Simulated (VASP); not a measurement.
Input of a VASP 6.6.1 run:

INCAR

```
SYSTEM = RbVS3
  ALGO = Normal
  EDIFF = 1E-7
  EDIFFG = -0.01
  ENCUT = 600
  GGA = PE
  IBRION = 2
  ISIF = 3
  ISMEAR = 0
  LASPH = .TRUE.
  LCHARG = .FALSE.
  LREAL = .FALSE.
  LWAVE = .FALSE.
  NELM = 100
  NSW = 100
  PREC = Accurate
  SIGMA = 0.1
```

The input KPOINTS:

```
k-points
0
G
  8 8 8
  0 0 0
```

The input POSCAR:

```
RbVS3
1.0
    4.7093028668      0.0000000000      0.0000000000
    0.0000000000      4.7093028668      0.0000000000
    0.0000000000      0.0000000000      4.7093028668
Rb V S
1 1 3
Direct
    0.5000000000      0.5000000000      0.5000000000
    0.0000000000      0.0000000000      0.0000000000
    0.5000000000      0.0000000000      0.0000000000
    0.0000000000      0.5000000000      0.0000000000
    0.0000000000      0.0000000000      0.5000000000
```

Potentials or basis: VASP PAW PBE potentials, release 64 (Rb_sv, V_sv, S).

Run with:

```sh
$ cat potpaw_PBE.64/Rb_sv/POTCAR potpaw_PBE.64/V_sv/POTCAR potpaw_PBE.64/S/POTCAR > POTCAR
$ mpirun -np 1 vasp_std > vasp.out
```

(1) Estimate the space group after relaxing (to 0.05 Å).

(2) What does it give for the band gap on the k mesh?

(3) Predict the relaxed cell.

## Answers

(1) Pm-3m (No. 221).

(2) zero (band 20 reaches 4.29 eV, above the bottom of band 21 at 3.31 eV).

(3) a = 4.722 Å, b = 4.722 Å, c = 4.722 Å, α = 90.00°, β = 90.00°, γ = 90.00°.

Caveat: the run has no spin polarisation, though such a crystal can be magnetic.
